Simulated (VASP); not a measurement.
Input of a VASP 6.6.1 run:

File INCAR:

```
PREC = Accurate
ENCUT = 520
EDIFF = 1E-6
ISMEAR = 0
SIGMA = 0.02
LREAL = False
LASPH = True
NELM = 150
ALGO = Normal
ISIF = 2
LWAVE = False
LCHARG = False
ISPIN = 2
MAGMOM = 0 0 0 0 0 0 0 0 0 0 0 0 0
LORBIT = 11
GGA = PS
NBANDS = 73
```

The input KPOINTS:

```
Automatic mesh
0
Gamma
  2 2 1
```

Contents of POSCAR:

```
Zn6O7
1.0
    5.6348810000      0.0000000000      0.0000000000
   -2.8174400000      5.4554530000      0.0000000000
    0.0000000000      0.0000000000     17.4682400000
Zn O
6 7
Direct
    0.3333333925      0.0000000000      0.0572467518
    0.3791322862      0.5292326778      0.0588690675
    0.9592179753      0.1018591857      0.1240467271
    0.9169656933      0.6021397307      0.1251416285
    0.3924454825      0.2505876231      0.2178118689
    0.4192941497      0.7675448767      0.1939187920
    0.1531254211      0.6716606302      0.0374726933
    0.1952556176      0.2062528996      0.0319463781
    0.6742142285      0.7590713365      0.1192401753
    0.6785769191      0.2379540251      0.1302613772
    0.1554750726      0.8899556096      0.1871970502
    0.1798105755      0.3935995783      0.1896288350
    0.6670621150      1.1607688674      0.2171440282
```

Potentials or basis: VASP PAW PBE potentials, release 64 (Zn, O).

Command:

```console
$ cat potpaw_PBE.64/Zn/POTCAR potpaw_PBE.64/O/POTCAR > POTCAR
$ mpirun -np 1 vasp_std > vasp.out
```

Problem. Estimate the net moment.

Solution. 0.00 μB per cell.

Problem. Estimate the largest force.

Solution. 1.562 eV/Å.

Forces on the atoms (eV/Å):
```
Zn   0.173  0.075  0.114
Zn   0.020  0.100 -0.118
Zn   0.058 -0.216 -0.303
Zn  -0.144 -0.023  0.081
Zn  -1.022 -0.576 -0.024
Zn  -0.557 -0.178 -0.054
O   -0.065 -0.091 -0.141
O   -0.076 -0.082 -0.068
O    0.010  0.017 -0.046
O    0.247 -0.151  0.381
O    0.143  0.024  0.064
O    1.109  0.946  0.560
O    0.105  0.157 -0.445
```

Caveat: the k points lie up to 0.63 Å⁻¹ apart; there is no dipole correction, which matters where the two faces differ; the PAW data sets were made with another functional, which shifts forces and pressure a little.
